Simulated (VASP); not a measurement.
# Ta (Im-3m) in VASP: a series of runs

The runs below take Ta through single point, with PBE.

All numbers are computed with VASP 6.6.1; they aren't measurements. Logs are shortened: lines on timing, memory, paths and dates and some standing lists are left out, and cuts for length are marked.

## (1) The cell of the first run

The structure is cubic, space group Im-3m (No. 229). The conventional cell has a = 3.351 Å, b = 3.351 Å, c = 3.351 Å, α = 90.00°, β = 90.00°, γ = 90.00°. Ta (site symmetry m-3m) has 14 Ta at 2.90 to 3.35 Å within 3.8 Å.

## (2) Single point, PBE, non-collinear spin, zero start, spin-orbit coupling (18.82 Å³/atom)

The input, INCAR:

```
  PREC = Accurate
  ENCUT = 500
  EDIFF = 1E-6
  ISMEAR = 0
  SIGMA = 0.1
  LREAL = F
  LASPH = T
  NELM = 200
  ALGO = Normal
  ISIF = 2
  LWAVE = F
  LCHARG = F
  MAGMOM = 0 0 0
  LORBIT = 11
  LSORBIT = T
  GGA_COMPAT = F
  LORBMOM = T
  LMAXMIX = 4
  GGA = PE
  NBANDS = 22
```

The input, KPOINTS:

```
Automatic mesh
0
Gamma
  18 18 18
```

The input, POSCAR:

```
Ta
1.0
   -1.6757165747      1.6757165747      1.6757165747
    1.6757165747     -1.6757165747      1.6757165747
    1.6757165747      1.6757165747     -1.6757165747
Ta
1
Direct
    0.0000000000      0.0000000000      0.0000000000
```

Potentials or basis: VASP PAW PBE potentials, release 64 (Ta_pv).

Command:

```
> cat potpaw_PBE.64/Ta_pv/POTCAR > POTCAR
> mpirun -np 1 vasp_ncl > vasp.out
```

OUTCAR:

```text
PREC = Accurate
   ENCUT = 500
   EDIFF = 1E-6
   ISMEAR = 0
   LREAL = F
   LASPH = T
   NELM = 200
   ISIF = 2
   LORBIT = 11
   LSORBIT = T
   GGA = PE

 ion  position               nearest neighbor table
   1  0.000  0.000  0.000-

  LATTYP: Found a body centered cubic cell.
 ALAT       =     3.3514331494

  Lattice vectors:

 A1 = (  -1.6757165747,   1.6757165747,   1.6757165747)
 A2 = (   1.6757165747,  -1.6757165747,   1.6757165747)
 A3 = (   1.6757165747,   1.6757165747,  -1.6757165747)

Analysis of symmetry for initial positions (statically):
=====================================================================
 Subroutine PRICEL returns:
 Original cell was already a primitive cell.

 Routine SETGRP: Setting up the symmetry group for a
 body centered cubic supercell.

 Subroutine GETGRP returns: Found 48 space group operations
 (whereof 48 operations were pure point group operations)
 out of a pool of 48 trial point group operations.

The static configuration has the point symmetry O_h .

Analysis of symmetry for dynamics (positions and initial velocities):
=====================================================================
 Subroutine PRICEL returns:
 Original cell was already a primitive cell.

 Routine SETGRP: Setting up the symmetry group for a
 body centered cubic supercell.

 Subroutine GETGRP returns: Found 48 space group operations
 (whereof 48 operations were pure point group operations)
 out of a pool of 48 trial point group operations.

The dynamic configuration has the point symmetry O_h .

Analysis of structural, dynamic, and magnetic symmetry:
=====================================================================
 Subroutine PRICEL returns:
 Original cell was already a primitive cell.

 Routine SETGRP: Setting up the symmetry group for a
 body centered cubic supercell.

 Subroutine GETGRP returns: Found 48 space group operations
 (whereof 48 operations were pure point group operations)
 out of a pool of 48 trial point group operations.

The overall configuration has the point symmetry O_h .

 Subroutine INISYM returns: Found 48 space group operations
 (whereof 48 operations are pure point group operations),
 and found     1 'primitive' translations

----------------------------------------------------------------------------------------

                                     Primitive cell

  volume of cell :      18.8218

  direct lattice vectors                    reciprocal lattice vectors
    -1.675716575  1.675716575  1.675716575     0.000000000  0.298379814  0.298379814
     1.675716575 -1.675716575  1.675716575     0.298379814  0.000000000  0.298379814
     1.675716575  1.675716575 -1.675716575     0.298379814  0.298379814  0.000000000

  length of vectors
     2.902426246  2.902426246  2.902426246     0.421972780  0.421972780  0.421972780

  position of ions in fractional coordinates (direct lattice)
     0.000000000  0.000000000  0.000000000

  ion indices of the primitive-cell ions
   primitive index   ion index
                 1           1

----------------------------------------------------------------------------------------

 KPOINTS: Automatic mesh

Automatic generation of k-mesh.
 Grid dimensions read from file:
 generate k-points for:   18   18   18

 Generating k-lattice:

  Cartesian coordinates                     Fractional coordinates (reciprocal lattice)
     0.000000000  0.016576656  0.016576656     0.055555556  0.000000000  0.000000000
     0.016576656  0.000000000  0.016576656     0.000000000  0.055555556  0.000000000
     0.016576656  0.016576656  0.000000000     0.000000000  0.000000000  0.055555556

  Length of vectors
     0.023442932  0.023442932  0.023442932

  Shift w.r.t. Gamma in fractional coordinates (k-lattice)
     0.000000000  0.000000000  0.000000000

 Subroutine IBZKPT returns following result:
[... 47 lines left out ...]
   ENCUT  =  500.0 eV  36.75 Ry    6.06 a.u.   5.29  5.29  5.29*2*pi/ulx,y,z
   NELM   =    200;   NELMIN=  2; NELMDL= -5     # of ELM steps
   EDIFF  = 0.1E-05   stopping-criterion for ELM
   LREAL  =      F    real-space projection
   EDIFFG = 0.1E-04   stopping-criterion for IOM
   NSW    =      0    number of steps for IOM
   IBRION =     -1    ionic relax: 0-MD 1-quasi-New 2-CG
   NFREE  =      0    steps in history (QN), initial steepest desc. (CG)
   ISIF   =      2    stress and relaxation
   ISYM   =      2    0-nonsym 1-usesym 2-fastsym
   POTIM  = 0.5000    time-step for ionic-motion
   TEBEG  =    0.0;   TEEND  =   0.0 temperature during run
   PSTRESS=    0.0 pullay stress
   NELECT =      11.0000    total number of electrons
   NUPDOWN=      -1.0000    fix difference up-down
   EMIN   =  10.00;   EMAX   =-10.00  energy-range for DOS
   EFERMI =   0.00;   METHOD = LEGACY
   ISMEAR =     0;   SIGMA  =   0.10  broadening in eV -4-tet -1-fermi 0-gaus
   EFERMI_NEDOS =   21; number of points for ismear=-14 and -15
   IALGO  =     38    algorithm
   IMIX   =      4    mixing-type and parameters
     AMIX     =   0.40;   BMIX     =  1.00
     AMIX_MAG =   1.60;   BMIX_MAG =  1.00
  volume/ion in A,a.u.               =      18.82       127.02
  Fermi-wavevector in a.u.,A,eV,Ry     =   1.368732  2.586529 25.489535  1.873428
  Thomas-Fermi vector in A             =   2.494670
   LORBIT       =     11    0 simple, 1 ext, 2 COOP (PROOUT), +10 PAW based schemes
   GGA     = PE    functional components
   LHFCALC =     F    Hartree Fock is set to
   AEXX    =    0.0000 exact exchange contribution
   IVDW    =     0    specifies the selected vdW correction
   LEPSILON=     F    determine dielectric tensor
   LRPA    =     F    only Hartree local field effects (RPA)
 Gauss-broadening in eV      SIGMA  =   0.10
  energy-cutoff  :      500.00
  volume of cell :       18.82
 maximum number of plane-waves:       980
 NGX is ok and might be reduce to    24
   NGX = 11   NGY = 11   NGZ = 11

 number of electron      10.9999998 magnetization       0.0000000     -0.0000000     -0.0000000

 number of electron      10.9999998 magnetization      -0.0000000     -0.0000000     -0.0000000

 number of electron      10.9999998 magnetization       0.0000000      0.0000000      0.0000000

 number of electron      10.9999998 magnetization       0.0000000     -0.0000000      0.0000000

 Free energy of the ion-electron system (eV)
  ---------------------------------------------------
  ext. energy  EPLUGINS =         0.00000000
  ---------------------------------------------------
  free energy    TOTEN  =       -12.51980521 eV

  energy without entropy =      -12.51325048  energy(sigma->0) =      -12.51652785

 E-fermi :   5.1277     XC(G=0): -12.3941

 val. band max:        5.1256385781   @ k =   0.3333   0.1667   0.0556
 cond. band min:       5.1488158363   @ k =  -0.2778   0.3889   0.1111
 fundamental gap:      0.0231772581
 Fermi energy:         5.1276721075

 k-point     1 :       0.0000    0.0000    0.0000
  band No.  band energies     occupation
      1     -33.5781      1.00000
      2     -33.5781      1.00000
      3     -25.5423      1.00000
      4     -25.5423      1.00000
      5     -25.5423      1.00000
      6     -25.5423      1.00000
[... 589 lines left out ...]
     21      17.8417      0.00000
     22      17.8417      0.00000

 [... further k-points ...]

------------------------ aborting loop because EDIFF is reached ----------------------------------------

  FORCE on cell =-STRESS in cart. coord.  units (eV):
  Direction    XX          YY          ZZ          XY          YZ          ZX
  --------------------------------------------------------------------------------------
  -------------------------------------------------------------------------------------
  Total       -0.6444151     -0.6444151     -0.6444151     -0.0000000     -0.0000000      0.0000000
  in kB      -54.8547941    -54.8547941    -54.8547941     -0.0000000     -0.0000000      0.0000000
  external PRESSURE =     -54.8547941 kB  Pullay stress =       0.0000000 kB

 VOLUME and BASIS-vectors are now :
 -----------------------------------------------------------------------------
  energy-cutoff  :      500.00
  volume of cell :       18.82
      direct lattice vectors                 reciprocal lattice vectors
    -1.675716575  1.675716575  1.675716575     0.000000000  0.298379814  0.298379814
     1.675716575 -1.675716575  1.675716575     0.298379814  0.000000000  0.298379814
     1.675716575  1.675716575 -1.675716575     0.298379814  0.298379814  0.000000000

 POSITION                                       TOTAL-FORCE (eV/Angst)
 -----------------------------------------------------------------------------------
      0.00000      0.00000      0.00000         0.000000      0.000000     -0.000000
 -----------------------------------------------------------------------------------
    total drift:                               -0.000000      0.000000      0.000000

  FREE ENERGIE OF THE ION-ELECTRON SYSTEM (eV)
  ---------------------------------------------------
  free  energy   TOTEN  =       -12.5198052105 eV

  energy  without entropy=      -12.5132504810  energy(sigma->0) =      -12.51652785

 orbital moment (x)

 # of ion     p       d       tot
 ----------------------------------------
  1         0.000   0.000   0.000
 ----------------------------------------
            0.000   0.000   0.000

 orbital moment (y)

 # of ion     p       d       tot
 ----------------------------------------
  1         0.000   0.000   0.000
 ----------------------------------------
            0.000   0.000   0.000

 orbital moment (z)

 # of ion     p       d       tot
 ----------------------------------------
  1         0.000   0.000   0.000
 ----------------------------------------
            0.000   0.000   0.000

 Spin-Orbit-Coupling matrix elements

 Ion:    1  E_soc:     -1.4114832
 l=   1
     0.0000000    -0.2135475    -0.2135475
    -0.2135475     0.0000000    -0.2135475
    -0.2135475    -0.2135475     0.0000000
 l=   2
     0.0000000    -0.0054420     0.0000000    -0.0054420    -0.0162577
    -0.0054420     0.0000000    -0.0121933    -0.0054420    -0.0040644
     0.0000000    -0.0121933     0.0000000    -0.0121933     0.0000000
    -0.0054420    -0.0054420    -0.0121933     0.0000000    -0.0040644
    -0.0162577    -0.0040644     0.0000000    -0.0040644     0.0000000
 l=   3
     0.0000000     0.0000000     0.0000000     0.0000000     0.0000000     0.0000000     0.0000000
     0.0000000     0.0000000     0.0000000     0.0000000     0.0000000     0.0000000     0.0000000
     0.0000000     0.0000000     0.0000000     0.0000000     0.0000000     0.0000000     0.0000000
     0.0000000     0.0000000     0.0000000     0.0000000     0.0000000     0.0000000     0.0000000
     0.0000000     0.0000000     0.0000000     0.0000000     0.0000000     0.0000000     0.0000000
     0.0000000     0.0000000     0.0000000     0.0000000     0.0000000     0.0000000     0.0000000
     0.0000000     0.0000000     0.0000000     0.0000000     0.0000000     0.0000000     0.0000000

 total charge

# of ion       s       p       d       tot
------------------------------------------
    1        0.360   6.156   2.348   8.865

 magnetization (x)

# of ion       s       p       d       tot
------------------------------------------
    1        0.000   0.000   0.000   0.000

 magnetization (y)

# of ion       s       p       d       tot
------------------------------------------
    1        0.000   0.000   0.000   0.000

 magnetization (z)

# of ion       s       p       d       tot
------------------------------------------
    1       -0.000   0.000   0.000  -0.000
```

Run time: 3.9 min. Hardware: 1 thread of Oxide Virtual Turin-like, shared host; peak memory 0.24 GiB.

Results:

* Free energy: -12.5198 eV
* Pressure: -5.5 GPa
* Net moment: 0.00 μB per cell
* Valence electrons inside the program's atomic spheres: Ta 8.87

Moments on the atoms (μB; x, y, z):
```
Ta  0.00 0.00 0.00
```

Caveat: the cell stands under tension.

## (3) Single point, PBE, non-collinear spin, zero start, spin-orbit coupling (19.37 Å³/atom)

This run uses another cell than the first one, of 19.37 Å³/atom.

The input, INCAR:

```
SYSTEM = Ta
  PREC = Accurate
  ENCUT = 500
  EDIFF = 1E-6
  ISMEAR = 0
  SIGMA = 0.1
  LREAL = .FALSE.
  LASPH = .TRUE.
  NELM = 200
  ALGO = Normal
  ISIF = 2
  LWAVE = .FALSE.
  LCHARG = .TRUE.
  MAGMOM = 0 0 0
  LORBIT = 11
  LSORBIT = .TRUE.
  GGA_COMPAT = .FALSE.
  LORBMOM = .TRUE.
  LMAXMIX = 4
  GGA = PE
  LVHAR = .TRUE.
  NBANDS = 22
```

The input, KPOINTS:

```
Automatic mesh
0
G
  18 18 18
  0 0 0
```

The input, POSCAR:

```
Ta
1.0
   -1.6918302225      1.6918302225      1.6918302225
    1.6918302225     -1.6918302225      1.6918302225
    1.6918302225      1.6918302225     -1.6918302225
Ta
1
Direct
    0.0000000000      0.0000000000      0.0000000000
```

Potentials or basis: VASP PAW PBE potentials, release 64 (Ta_pv).

Command:

```
> cat potpaw_PBE.64/Ta_pv/POTCAR > POTCAR
> mpirun -np 1 vasp_ncl > vasp.out
```

It took 4.4 min on 1 thread of Oxide Virtual Turin-like, shared host; peak memory 0.24 GiB.

The run converged. Its results:

```yaml
Free_energy: -12.4931 eV
Pressure: -10.2 GPa
Net_moment: 0.00 μB per cell
Valence_electrons_inside_the_program's_atomic_spheres: Ta 8.81
```

Moments on the atoms (μB; x, y, z):
```
Ta  0.00 0.00 0.00
```

Caveat: the cell stands under tension.

## (4) Single point, PBE, non-collinear spin, zero start, spin-orbit coupling (19.92 Å³/atom)

This run uses another cell than the first one, of 19.92 Å³/atom.

The input, INCAR:

```
ALGO = Normal ; EDIFF = 1E-6
ENCUT = 500 ; GGA = PE
GGA_COMPAT = False ; ISIF = 2
ISMEAR = 0 ; LASPH = True
LCHARG = False ; LMAXMIX = 4
LORBIT = 11 ; LORBMOM = True
LREAL = False ; LSORBIT = True
LWAVE = False ; MAGMOM = 0 0 0
NBANDS = 22 ; NELM = 200
PREC = Accurate ; SIGMA = 0.1
```

The input, KPOINTS:

```
k-points
0
Gamma
  18 18 18
```

The input, POSCAR:

```
Ta
1.0
   -1.7076426364      1.7076426364      1.7076426364
    1.7076426364     -1.7076426364      1.7076426364
    1.7076426364      1.7076426364     -1.7076426364
Ta
1
Direct
    0.0000000000      0.0000000000      0.0000000000
```

Command:

```
> cat potpaw_PBE.64/Ta_pv/POTCAR > POTCAR
> mpirun -np 1 vasp_ncl > vasp.out
```

Run time: 3.9 min. Hardware: 1 thread of Oxide Virtual Turin-like, shared host; peak memory 0.24 GiB.

It converged, with:

```
Free energy                                           : -12.4514 eV
Pressure                                              : -14.2 GPa
Net moment                                            : 0.00 μB per cell
Valence electrons inside the program's atomic spheres : Ta 8.77
```

Moments on the atoms (μB; x, y, z):
```
Ta  0.00 0.00 0.00
```

Caveat: the cell stands under tension.

## (5) The runs side by side

```tsv
cell	pressure (GPa)	moment (μB)
a = 2.902 Å, angles 109.5°, 1 atom	-5.5	0.00
a = 2.930 Å, angles 109.5°, 1 atom	-10.2	0.00
a = 2.958 Å, angles 109.5°, 1 atom	-14.2	0.00
```

Alike in all rows: task single point; level PBE; potentials or basis VASP PAW PBE potentials, release 64 (Ta_pv); spin non-collinear, zero start, SOC; k mesh 18 × 18 × 18; cutoff (eV) 500; smearing gaussian 0.1 eV.

Caveats: the cell stands under tension.

Total energies depend on the potentials used, so only differences within one code and one set of settings carry meaning.
